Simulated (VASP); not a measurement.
The system is CuO.

```xyz
4
Lattice="2.3245 -1.7191 0.0000 2.3245 1.7191 0.0000 -0.7792 0.0000 5.1281" Properties=species:S:1:pos:R:3 pbc="T T T"
Cu    1.1623    0.8596    0.0000
Cu    0.7726   -0.8596    2.5641
O     2.1297   -0.2854    1.2820
O     1.7401    0.2854    3.8461
```

Base run:

| Quantity | Value |
| --- | --- |
| Program | VASP 6.6.1 |
| Functional | PBE |
| Potentials or basis | VASP PAW PBE potentials, release 64 (Cu, O) |
| Cutoff | 520 eV |
| k mesh | 7 × 7 × 4 |
| Occupations | fermi-dirac, width 0.1 eV |
| Spin | collinear spin |
| Starting moments | [1.0, 1.0, 0.0, 0.0] μB |
| Hubbard terms | Cu d U = 4.0 eV |

Its results: pressure 2.9 GPa; net moment 1.95 μB per cell; site moments Cu +0.65; O +0.29 μB; largest force 0.238 eV/Å.

Problem. The run is repeated on the same cell with these changes: moments at the start from [1.0, 1.0, 0.0, 0.0] to [1.0, 0.0, 0.0, 0.0]. What comes out?

Solution. Pressure 2.2 GPa; net moment 0.00 μB per cell; site moments Cu +0.57, -0.57; O +0.00 μB; largest force 0.224 eV/Å.
